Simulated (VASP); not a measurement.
# SnSe2: single point with PBEsol

The system is SnSe2.

```
Sn Se
1.0
     3.77897    0.00000    0.00000
    -1.88949    3.27269    0.00000
     0.00000    0.00000    6.08443
Sn Se
1 2
Direct
  0.00000 0.00000 0.00000
  0.33333 0.66667 0.24900
  0.66667 0.33333 0.75100
```

* Program: VASP 6.6.1
* Task: single point
* Functional: PBEsol
* Potentials or basis: VASP PAW PBE potentials, release 64 (Sn_d, Se)
* Cutoff: 500 eV
* k mesh: 6 × 6 × 4
* Occupations: gaussian, width 0.01 eV
* Spin: no spin polarisation

```yaml
Pressure: 4.7 GPa
Largest_force: 0.877 eV/Å
Band_gap_on_the_k_mesh: 0.76 eV (least direct gap 1.11 eV)
```

Forces in eV/Å, atoms in the order of the input:
```
Sn   0.000  0.000  0.000
Se   0.000  0.000  0.877
Se   0.000  0.000 -0.877
```

Stress tensor (GPa, compression positive):
```
4.20 0.00 0.00
0.00 4.20 0.00
0.00 0.00 5.83
```

Levels at points of the mesh, in eV from the valence-band top:
```tsv
k point	band 9	band 10	band 11	band 12	band 13	band 14	band 15	band 16	band 17	band 18
(0.00, 0.00, 0.00)	-0.74	-0.74	-0.41	-0.41	0.00	1.11	2.83	4.62	4.62	8.05
(0.50, 0.00, 0.00)	-4.68	-3.05	-2.81	-1.30	-0.32	1.11	3.70	5.30	5.48	7.35
(0.00, 0.00, 0.50)	-2.18	-0.83	-0.83	-0.25	-0.25	2.50	2.83	4.33	4.33	8.10
(0.50, 0.00, 0.50)	-5.15	-2.64	-2.07	-0.91	-0.74	0.84	4.15	4.74	5.69	6.42
```

Wall time 55 s on 1 thread of Intel Xeon 8259CL (shared host), peak memory 0.2 GiB.

Caveat: the cell stands under pressure; the PAW data sets were made with another functional, which shifts forces and pressure a little; spin-orbit coupling is left out, which moves the levels of the heavy elements; this functional lacks dispersion, which binds the layers, so the pressure and a relaxed spacing across them are unreliable. A k mesh can miss the band edges.
